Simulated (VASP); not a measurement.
# C (Fd-3m) in VASP: a series of runs

The runs below take C through single point, with r2SCAN.

Everything below comes from runs of VASP 6.6.1. Logs are shortened: lines on timing, memory, paths and dates and some standing lists are left out, and cuts for length are marked.

**1. The cell of the first run**

The structure is cubic, space group Fd-3m (No. 227). The conventional cell has a = 3.560 Å, b = 3.560 Å, c = 3.560 Å, α = 90.00°, β = 90.00°, γ = 90.00°. Within 2.1 Å of C (site symmetry -43m) lie 4 C at 1.54 Å.

**2. Single point, r2SCAN**

POSCAR reads:

```
C
1.0
    0.0000000000      1.7801477551      1.7801477551
    1.7801477551      0.0000000000      1.7801477551
    1.7801477551      1.7801477551      0.0000000000
C
2
Direct
    0.5000000000      0.5000000000      0.5000000000
    0.7500000000      0.7500000000      0.7500000000
```

INCAR.step1 reads:

```
  ALGO = Normal
  EDIFF = 1E-4
  ENCUT = 520
  GGA = PE
  ISMEAR = -1
  LASPH = True
  LCHARG = False
  LREAL = False
  LWAVE = True
  NBANDS = 11
  NELM = 80
  PREC = Accurate
  SIGMA = 0.05
```

INCAR.step2 reads:

```
  ALGO = Normal
  EDIFF = 1E-7
  ENCUT = 520
  ISIF = 2
  ISMEAR = -1
  ISTART = 1
  LASPH = True
  LCHARG = False
  LMIXTAU = True
  LREAL = False
  LWAVE = False
  METAGGA = R2SCAN
  NBANDS = 11
  NELM = 80
  PREC = Accurate
  SIGMA = 0.05
```

KPOINTS reads:

```
k-points
0
Gamma
  8 8 8
```

Potentials or basis: VASP PAW PBE potentials, release 64 (C).

On the command line:

```
cat potpaw_PBE.64/C/POTCAR > POTCAR
cp INCAR.step1 INCAR
mpirun -np 1 vasp_std > vasp.out
cp INCAR.step2 INCAR
mpirun -np 1 vasp_std > vasp.out
```

OUTCAR:

```text
EDIFF = 1E-7
   ENCUT = 520
   ISIF = 2
   ISMEAR = -1
   ISTART = 1
   LASPH = True
   LREAL = False
   METAGGA = R2SCAN
   NELM = 80
   PREC = Accurate

 ion  position               nearest neighbor table
   1  0.500  0.500  0.500-   2 1.54   2 1.54   2 1.54   2 1.54
   2  0.750  0.750  0.750-   1 1.54   1 1.54   1 1.54   1 1.54

  LATTYP: Found a face centered cubic cell.
 ALAT       =     3.5602955102

  Lattice vectors:

 A1 = (   0.0000000000,   1.7801477551,   1.7801477551)
 A2 = (   1.7801477551,   0.0000000000,   1.7801477551)
 A3 = (   1.7801477551,   1.7801477551,   0.0000000000)

Analysis of symmetry for initial positions (statically):
=====================================================================
 Subroutine PRICEL returns:
 Original cell was already a primitive cell.

 Routine SETGRP: Setting up the symmetry group for a
 face centered cubic supercell.

 Subroutine GETGRP returns: Found 48 space group operations
 (whereof 24 operations were pure point group operations)
 out of a pool of 48 trial point group operations.

The static configuration has the point symmetry T_d .
 The point group associated with its full space group is O_h .

Analysis of symmetry for dynamics (positions and initial velocities):
=====================================================================
 Subroutine PRICEL returns:
 Original cell was already a primitive cell.

 Routine SETGRP: Setting up the symmetry group for a
 face centered cubic supercell.

 Subroutine GETGRP returns: Found 48 space group operations
 (whereof 24 operations were pure point group operations)
 out of a pool of 48 trial point group operations.

The dynamic configuration has the point symmetry T_d .
 The point group associated with its full space group is O_h .

 Subroutine INISYM returns: Found 48 space group operations
 (whereof 24 operations are pure point group operations),
 and found     1 'primitive' translations

----------------------------------------------------------------------------------------

                                     Primitive cell

  volume of cell :      11.2823

  direct lattice vectors                    reciprocal lattice vectors
     0.000000000  1.780147755  1.780147755    -0.280875561  0.280875561  0.280875561
     1.780147755  0.000000000  1.780147755     0.280875561 -0.280875561  0.280875561
     1.780147755  1.780147755  0.000000000     0.280875561  0.280875561 -0.280875561

  length of vectors
     2.517509098  2.517509098  2.517509098     0.486490743  0.486490743  0.486490743

  position of ions in fractional coordinates (direct lattice)
     0.500000000  0.500000000  0.500000000
     0.750000000  0.750000000  0.750000000

  ion indices of the primitive-cell ions
   primitive index   ion index
                 1           1
                 2           2

----------------------------------------------------------------------------------------

 KPOINTS: k-points

Automatic generation of k-mesh.
 Grid dimensions read from file:
 generate k-points for:    8    8    8

 Generating k-lattice:

  Cartesian coordinates                     Fractional coordinates (reciprocal lattice)
    -0.035109445  0.035109445  0.035109445     0.125000000  0.000000000  0.000000000
     0.035109445 -0.035109445  0.035109445     0.000000000  0.125000000  0.000000000
     0.035109445  0.035109445 -0.035109445     0.000000000  0.000000000  0.125000000

  Length of vectors
     0.060811343  0.060811343  0.060811343

  Shift w.r.t. Gamma in fractional coordinates (k-lattice)
     0.000000000  0.000000000  0.000000000

 Subroutine IBZKPT returns following result:
 ===========================================

 Found     29 irreducible k-points:

 Following reciprocal coordinates:
            Coordinates               Weight
  0.000000  0.000000  0.000000      1.000000
  0.125000  0.000000  0.000000      8.000000
  0.250000  0.000000  0.000000      8.000000
  0.375000  0.000000  0.000000      8.000000
  0.500000  0.000000  0.000000      4.000000
  0.125000  0.125000  0.000000      6.000000
[... 16 lines left out ...]
  0.500000  0.250000  0.125000     48.000000
 -0.375000  0.250000  0.125000     24.000000
 [... further k-points ...]
   k-points           NKPTS =     29   k-points in BZ     NKDIM =     29   number of bands    NBANDS=     11
   number of dos      NEDOS =    301   number of ions     NIONS =      2
   total plane-waves  NPLWV =   8000
   dimension x,y,z NGX =    20 NGY =   20 NGZ =   20
   dimension x,y,z NGXF=    40 NGYF=   40 NGZF=   40
   ions per type =               2
   NGX,Y,Z   is equivalent  to a cutoff of  13.21, 13.21, 13.21 a.u.
   NGXF,Y,Z  is equivalent  to a cutoff of  26.41, 26.41, 26.41 a.u.
 SYSTEM =  unknown system
   PREC   = accura    normal or accurate (medium, high low for compatibility)
   ISTART =      1    job   : 0-new  1-cont  2-samecut
   ICHARG =      0    charge: 1-file 2-atom 10-const
   ISPIN  =      1    spin polarized calculation?
   LNONCOLLINEAR =      F non collinear calculations
   LSORBIT =      F    spin-orbit coupling
   LASPH  =      T    aspherical Exc in radial PAW
   ENCUT  =  520.0 eV  38.22 Ry    6.18 a.u.   4.68  4.68  4.68*2*pi/ulx,y,z
   NELM   =     80;   NELMIN=  2; NELMDL=  0     # of ELM steps
   EDIFF  = 0.1E-06   stopping-criterion for ELM
   LREAL  =      F    real-space projection
   EDIFFG = 0.1E-05   stopping-criterion for IOM
   NSW    =      0    number of steps for IOM
   IBRION =     -1    ionic relax: 0-MD 1-quasi-New 2-CG
   NFREE  =      0    steps in history (QN), initial steepest desc. (CG)
   ISIF   =      2    stress and relaxation
   ISYM   =      2    0-nonsym 1-usesym 2-fastsym
   POTIM  = 0.5000    time-step for ionic-motion
   TEBEG  =    0.0;   TEEND  =   0.0 temperature during run
   PSTRESS=    0.0 pullay stress
   NELECT =       8.0000    total number of electrons
   NUPDOWN=      -1.0000    fix difference up-down
   EMIN   =  10.00;   EMAX   =-10.00  energy-range for DOS
   EFERMI =   0.00;   METHOD = LEGACY
   ISMEAR =    -1;   SIGMA  =   0.05  broadening in eV -4-tet -1-fermi 0-gaus
   EFERMI_NEDOS =   21; number of points for ismear=-14 and -15
   IALGO  =     38    algorithm
   IMIX   =      4    mixing-type and parameters
     AMIX     =   0.40;   BMIX     =  1.00
     AMIX_MAG =   1.60;   BMIX_MAG =  1.00
  volume/ion in A,a.u.               =       5.64        38.07
  Fermi-wavevector in a.u.,A,eV,Ry     =   1.459841  2.758699 28.995847  2.131135
  Thomas-Fermi vector in A             =   2.576360
   LORBIT       =      0    0 simple, 1 ext, 2 COOP (PROOUT), +10 PAW based schemes
   METAGGA = R2SCAN    functional components
   LHFCALC =     F    Hartree Fock is set to
   AEXX    =    0.0000 exact exchange contribution
   IVDW    =     0    specifies the selected vdW correction
   LEPSILON=     F    determine dielectric tensor
   LRPA    =     F    only Hartree local field effects (RPA)
 non-spin polarized calculation
  energy-cutoff  :      520.00
  volume of cell :       11.28
 maximum number of plane-waves:       314
   NGX =  9   NGY =  9   NGZ =  9

 number of electron       7.9999999 magnetization

 Free energy of the ion-electron system (eV)
  ---------------------------------------------------
  ext. energy  EPLUGINS =         0.00000000
  ---------------------------------------------------
  free energy    TOTEN  =       -19.65633562 eV

  energy without entropy =      -19.65633562  energy(sigma->0) =      -19.65633562

 E-fermi :  10.7756     XC(G=0): -14.2876

 val. band max:        9.7922633272   @ k =   0.0000   0.0000   0.0000
 cond. band min:      14.1301121064   @ k =   0.3750   0.3750   0.0000
 fundamental gap:      4.3378487792
 Fermi energy:        10.7756378126

 k-point     1 :       0.0000    0.0000    0.0000
  band No.  band energies     occupation
      1     -12.9786      2.00000
      2       9.7923      2.00000
      3       9.7923      2.00000
      4       9.7923      2.00000
      5      15.6426      0.00000
      6      15.6426      0.00000
      7      15.6426      0.00000
      8      23.7407      0.00000
      9      30.2604      0.00000
     10      37.2403      0.00000
     11      37.2403      0.00000

 k-point     2 :       0.1250    0.0000    0.0000
  band No.  band energies     occupation
      1     -12.5253      2.00000
      2       7.1974      2.00000
      3       9.0914      2.00000
      4       9.0914      2.00000
      5      16.5654      0.00000
      6      16.5654      0.00000
      7      17.0252      0.00000
      8      24.1866      0.00000
      9      30.9612      0.00000
     10      34.2208      0.00000
     11      34.2208      0.00000

 k-point     3 :       0.2500    0.0000    0.0000
  band No.  band energies     occupation
      1     -11.1809      2.00000
      2       2.7607      2.00000
      3       7.9234      2.00000
      4       7.9234      2.00000
      5      17.9964      0.00000
      6      17.9964      0.00000
      7      18.3280      0.00000
      8      25.3135      0.00000
      9      31.7632      0.00000
     10      33.1292      0.00000
     11      33.1292      0.00000
[... 267 lines left out ...]
 k-point    23 :       0.5000    0.2500    0.1250
  band No.  band energies     occupation
      1      -7.8859      2.00000
      2      -0.6910      2.00000
      3       3.1039      2.00000
      4       5.4464      2.00000
      5      18.1944      0.00000
      6      19.9606      0.00000
      7      22.8663      0.00000
      8      23.9586      0.00000
      9      31.2239      0.00000
     10      33.3630      0.00000
     11      37.3474      0.00000

 k-point    24 :      -0.3750    0.2500    0.1250
  band No.  band energies     occupation
      1      -5.9275      2.00000
      2      -3.2814      2.00000
      3       3.0567      2.00000
      4       4.8121      2.00000
      5      18.5772      0.00000
      6      19.7117      0.00000
      7      23.5994      0.00000
      8      25.6056      0.00000
      9      29.1787      0.00000
     10      35.2167      0.00000
     11      37.4863      0.00000

 [... further k-points ...]

------------------------ aborting loop because EDIFF is reached ----------------------------------------

  FORCE on cell =-STRESS in cart. coord.  units (eV):
  Direction    XX          YY          ZZ          XY          YZ          ZX
  --------------------------------------------------------------------------------------
  -------------------------------------------------------------------------------------
  Total        0.0785053      0.0785053      0.0785053     -0.0000000      0.0000000     -0.0000000
  in kB       11.1483669     11.1483669     11.1483669     -0.0000000      0.0000000     -0.0000000
  external PRESSURE =      11.1483669 kB  Pullay stress =       0.0000000 kB

 VOLUME and BASIS-vectors are now :
 -----------------------------------------------------------------------------
  energy-cutoff  :      520.00
  volume of cell :       11.28
      direct lattice vectors                 reciprocal lattice vectors
     0.000000000  1.780147755  1.780147755    -0.280875561  0.280875561  0.280875561
     1.780147755  0.000000000  1.780147755     0.280875561 -0.280875561  0.280875561
     1.780147755  1.780147755  0.000000000     0.280875561  0.280875561 -0.280875561

 POSITION                                       TOTAL-FORCE (eV/Angst)
 -----------------------------------------------------------------------------------
      1.78015      1.78015      1.78015        -0.000000     -0.000000     -0.000000
      2.67022      2.67022      2.67022         0.000000      0.000000      0.000000
 -----------------------------------------------------------------------------------
    total drift:                                0.000000     -0.000000      0.000000

  FREE ENERGIE OF THE ION-ELECTRON SYSTEM (eV)
  ---------------------------------------------------
  free  energy   TOTEN  =       -19.6563356199 eV

  energy  without entropy=      -19.6563356199  energy(sigma->0) =      -19.65633562
```

Wall time 9.9 s (1 thread of Intel Xeon 6975P-C (Granite Rapids), shared host); peak memory 0.11 GiB.

What came out:

```yaml
Free_energy: -19.6563 eV
Pressure: 1.1 GPa
Band_gap_on_the_k_mesh: 4.34 eV, indirect (least direct gap 5.85 eV)
```

Levels at points of the mesh, in eV from the valence-band top:
| k point | band 2 | band 3 | band 4 | band 5 | band 6 | band 7 |
| --- | --- | --- | --- | --- | --- | --- |
| (0.00, 0.00, 0.00) | 0.00 | 0.00 | 0.00 | 5.85 | 5.85 | 5.85 |
| (0.50, 0.00, 0.00) | -14.11 | -2.99 | -2.99 | 8.90 | 8.90 | 9.20 |
| (0.50, 0.50, 0.00) | -13.63 | -6.69 | -6.69 | 5.01 | 5.01 | 17.96 |

Caveat: the PAW data sets were made with another functional, which shifts forces and pressure a little. r2SCAN opens gaps a little over a GGA but as a rule still falls short of measured ones.

**3. Single point, r2SCAN (volume scaled by 0.88)**

POSCAR reads:

```
C
1.0
    0.0000000000      1.7058870605      1.7058870605
    1.7058870605      0.0000000000      1.7058870605
    1.7058870605      1.7058870605      0.0000000000
C
2
Direct
    0.5000000000      0.5000000000      0.5000000000
    0.7500000000      0.7500000000      0.7500000000
```

INCAR.step1: that of step 2 with these lines changed.

```diff
@@ -10,3 +10,3 @@
   NBANDS = 11
-  NELM = 80
+  NELM = 100
   PREC = Accurate
```

INCAR.step2: that of step 2 with these lines changed.

```diff
@@ -13,3 +13,3 @@
   NBANDS = 11
-  NELM = 80
+  NELM = 100
   PREC = Accurate
```

KPOINTS reads:

```
k-points
0
Gamma
  13 13 13
```

Potentials or basis: VASP PAW PBE potentials, release 64 (C).

On the command line:

```
cat potpaw_PBE.64/C/POTCAR > POTCAR
cp INCAR.step1 INCAR
mpirun -np 1 vasp_std > vasp.out
cp INCAR.step2 INCAR
mpirun -np 1 vasp_std > vasp.out
```

OUTCAR:

```text
EDIFF = 1E-7
   ENCUT = 520
   ISIF = 2
   ISMEAR = -1
   ISTART = 1
   LASPH = True
   LREAL = False
   METAGGA = R2SCAN
   NELM = 100
   PREC = Accurate

 ion  position               nearest neighbor table
   1  0.500  0.500  0.500-   2 1.48   2 1.48   2 1.48   2 1.48
   2  0.750  0.750  0.750-   1 1.48   1 1.48   1 1.48   1 1.48

  LATTYP: Found a face centered cubic cell.
 ALAT       =     3.4117741210

  Lattice vectors:

 A1 = (   0.0000000000,   1.7058870605,   1.7058870605)
 A2 = (   1.7058870605,   0.0000000000,   1.7058870605)
 A3 = (   1.7058870605,   1.7058870605,   0.0000000000)

Analysis of symmetry for initial positions (statically):
=====================================================================
 Subroutine PRICEL returns:
 Original cell was already a primitive cell.

 Routine SETGRP: Setting up the symmetry group for a
 face centered cubic supercell.

 Subroutine GETGRP returns: Found 48 space group operations
 (whereof 24 operations were pure point group operations)
 out of a pool of 48 trial point group operations.

[... 173 lines left out ...]
      1     -12.8804      2.00000
      2      11.7479      2.00000
      3      11.7479      2.00000
      4      11.7479      2.00000
      5      17.9510      0.00000
      6      17.9510      0.00000
      7      17.9510      0.00000
      8      28.8984      0.00000
      9      34.0827      0.00000
     10      40.6740      0.00000
     11      40.6740      0.00000
[... 309 lines left out ...]
 k-point    24 :       0.4615    0.1538    0.0000
  band No.  band energies     occupation
      1      -7.1076      2.00000
      2      -1.3161      2.00000
      3       6.5572      2.00000
      4       7.0506      2.00000
      5      19.6900      0.00000
      6      23.8464      0.00000
      7      24.9299      0.00000
      8      27.8457      0.00000
      9      35.3578      0.00000
     10      39.0821      0.00000
     11      42.2036      0.00000

 [... further k-points ...]

------------------------ aborting loop because EDIFF is reached ----------------------------------------

  FORCE on cell =-STRESS in cart. coord.  units (eV):
  Direction    XX          YY          ZZ          XY          YZ          ZX
  --------------------------------------------------------------------------------------
  -------------------------------------------------------------------------------------
  Total        4.6064901      4.6064901      4.6064901      0.0000000      0.0000000      0.0000000
  in kB      743.3612303    743.3612303    743.3612303      0.0000000      0.0000000      0.0000000
  external PRESSURE =     743.3612303 kB  Pullay stress =       0.0000000 kB

 VOLUME and BASIS-vectors are now :
 -----------------------------------------------------------------------------
  energy-cutoff  :      520.00
  volume of cell :        9.93
      direct lattice vectors                 reciprocal lattice vectors
     0.000000000  1.705887061  1.705887061    -0.293102639  0.293102639  0.293102639
     1.705887061  0.000000000  1.705887061     0.293102639 -0.293102639  0.293102639
     1.705887061  1.705887061  0.000000000     0.293102639  0.293102639 -0.293102639

 POSITION                                       TOTAL-FORCE (eV/Angst)
 -----------------------------------------------------------------------------------
      1.70589      1.70589      1.70589        -0.000000     -0.000000     -0.000000
      2.55883      2.55883      2.55883         0.000000      0.000000      0.000000
 -----------------------------------------------------------------------------------
    total drift:                                0.000000     -0.000000      0.000000

  FREE ENERGIE OF THE ION-ELECTRON SYSTEM (eV)
  ---------------------------------------------------
  free  energy   TOTEN  =       -19.3644538114 eV

  energy  without entropy=      -19.3644538114  energy(sigma->0) =      -19.36445381
```

OUTCAR.step1:

```text
EDIFF = 1E-4
   ENCUT = 520
   GGA = PE
   ISMEAR = -1
   LASPH = True
[... 559 lines left out ...]
      1.70589      1.70589      1.70589         0.000000      0.000000      0.000000
      2.55883      2.55883      2.55883        -0.000000     -0.000000     -0.000000
 -----------------------------------------------------------------------------------
    total drift:                                0.000000     -0.000000      0.000000

  FREE ENERGIE OF THE ION-ELECTRON SYSTEM (eV)
  ---------------------------------------------------
  free  energy   TOTEN  =       -17.8615485953 eV

  energy  without entropy=      -17.8615485953  energy(sigma->0) =      -17.86154860
```

OSZICAR.step1:

```text
N       E                     dE             d eps       ncg     rms          rms(c)
DAV:   1     0.124384566183E+01    0.12438E+01   -0.49237E+03  1974   0.714E+02
DAV:   2    -0.184508296013E+02   -0.19695E+02   -0.18912E+02  2317   0.131E+02
DAV:   3    -0.187888142367E+02   -0.33798E+00   -0.33750E+00  2172   0.130E+01
DAV:   4    -0.187892247976E+02   -0.41056E-03   -0.41055E-03  1997   0.581E-01
DAV:   5    -0.187892251836E+02   -0.38600E-06   -0.38659E-06  2092   0.163E-02    0.659E+00
DAV:   6    -0.180928217147E+02    0.69640E+00   -0.36423E-01  1884   0.437E+00    0.395E+00
DAV:   7    -0.178593473288E+02    0.23347E+00   -0.42957E-01  1998   0.481E+00    0.992E-01
DAV:   8    -0.178615210028E+02   -0.21737E-02   -0.10885E-02  1968   0.816E-01    0.485E-02
DAV:   9    -0.178615485953E+02   -0.27593E-04   -0.61824E-05  1965   0.637E-02
   1 F= -.17861549E+02 E0= -.17861549E+02  d E =-.164257E-10
```

Wall time 19 s (1 thread of Intel Xeon 6975P-C (Granite Rapids), shared host); peak memory 0.11 GiB.

Results:

```
Free energy            : -19.3645 eV
Pressure               : 74.3 GPa
Band gap on the k mesh : 4.65 eV, indirect (least direct gap 6.20 eV)
```

Levels at points of the mesh, in eV from the valence-band top:
| k point | band 1 | band 2 | band 3 | band 4 | band 5 | band 6 | band 7 | band 8 |
| --- | --- | --- | --- | --- | --- | --- | --- | --- |
| (0.00, 0.00, 0.00) | -24.63 | 0.00 | 0.00 | 0.00 | 6.20 | 6.20 | 6.20 | 17.15 |

Caveat: the PAW data sets were made with another functional, which shifts forces and pressure a little. A k mesh can miss the band edges.

[end of part 1 of 2]
